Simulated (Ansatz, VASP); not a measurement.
One calculation of NbAs, two programs

File INCAR:

```
SYSTEM = NbAs
PREC     = Accurate       ! precision mode
ENCUT    = 500            ! plane-wave cutoff, eV
EDIFF    = 1E-6           ! SCF threshold, eV
ISMEAR   = 0              ! smearing method
SIGMA    = 0.03           ! smearing width, eV
LREAL    = .False.        ! projectors in reciprocal space
LASPH    = .True.         ! aspherical terms in the spheres
NELM     = 120            ! most SCF steps
ALGO     = Normal         ! electronic algorithm
ISIF     = 2              ! what is computed and relaxed
LWAVE    = .False.        ! write WAVECAR
LCHARG   = .False.        ! write CHGCAR
GGA      = PE             ! functional
NBANDS   = 26             ! bands
GGA_COMPAT= .False.
```

The input KPOINTS:

```
Automatic mesh
0
Gamma
  24 24 24
  0 0 0
```

The input POSCAR:

```
NbAs
1.0
   -1.7367329435      1.7367329435      5.8745179499
    1.7367329435     -1.7367329435      5.8745179499
    1.7367329435      1.7367329435     -5.8745179499
Nb As
2 2
Direct
   -0.0011100759     -0.0011100759      0.0000000000
    0.7488899241      0.2488899241      0.5000000000
    0.4171100759      0.4171100759      0.0000000000
    0.1671100759      0.6671100759      0.5000000000
```

Input for Ansatz:

```yaml
crystal:
  lattice:
    - [-1.7367329435, 1.7367329435, 5.8745179499]
    - [1.7367329435, -1.7367329435, 5.8745179499]
    - [1.7367329435, 1.7367329435, -5.8745179499]
  atoms:
    - { symbol: Nb, position: [-0.0011100759, -0.0011100759, 0.0] }
    - { symbol: Nb, position: [0.7488899241, 0.2488899241, 0.5] }
    - { symbol: As, position: [0.4171100759, 0.4171100759, 0.0] }
    - { symbol: As, position: [0.1671100759, 0.6671100759, 0.5] }
basis:
  ecutwfc: 420
kpoints:
  mp_grid: { grid: [24, 24, 24] }
  band_path:
    path:
      - [[0.0, 0.0, 0.0], [0.0, 0.0, 0.5], [0.25, 0.25, 0.25], [0.0, 0.5, 0.0], [0.0, 0.0, 0.0], [0.5, 0.5, -0.5], [0.27185051, 0.72814949, -0.27185051]]
      - [[-0.27185051, 0.27185051, 0.27185051], [0.0, 0.0, 0.0]]
      - [[0.0, 0.0, 0.5], [-0.04370102, 0.04370102, 0.5]]
      - [[0.5, 0.5, -0.04370102], [0.5, 0.5, -0.5]]
    npoints: 10
hamiltonian:
  xc: pbe
  pseudopotentials: { kind: paw }
scf:
  occupations: { method: gaussian, width: 0.03 }
  n_extra_bands: 8
output:
  forces: true
  stress: true
  eigenvalues: true
  dos: { projected: false, de: 0.02, nscf_kmesh: { grid: [36, 36, 36] } }
  write_density: true
  write_potential: true
  elf: true
  volumetric_format: npy
```

Alike in both runs: task single point; functional PBE; k mesh 24 × 24 × 24; occupations gaussian, width 0.03 eV; no spin polarisation.

|  | VASP | Ansatz |
| --- | --- | --- |
| version | VASP 6.6.1 | Ansatz 0.2.0 |
| potentials or method | VASP PAW PBE potentials, release 64 (Nb_sv, As), cutoff 500 eV | scalar-relativistic, plane waves, PAW |
| valence electrons in the cell | 36 | 56 |

```tsv
	VASP	Ansatz	Ansatz less VASP
gap on the k mesh at the Fermi level (eV)	none	none	-
pressure (GPa)	0.0	0.0	+0.01
```

A gap of «none» marks a metal or a gap that the smearing closes. With one functional, cell and mesh, what is left measures potentials, basis and numerics. VASP's potentials hold 36 valence electrons a cell and Ansatz's 56, so a difference there can come from the potentials and not from the codes. Ansatz's warnings: k point list ram cut.
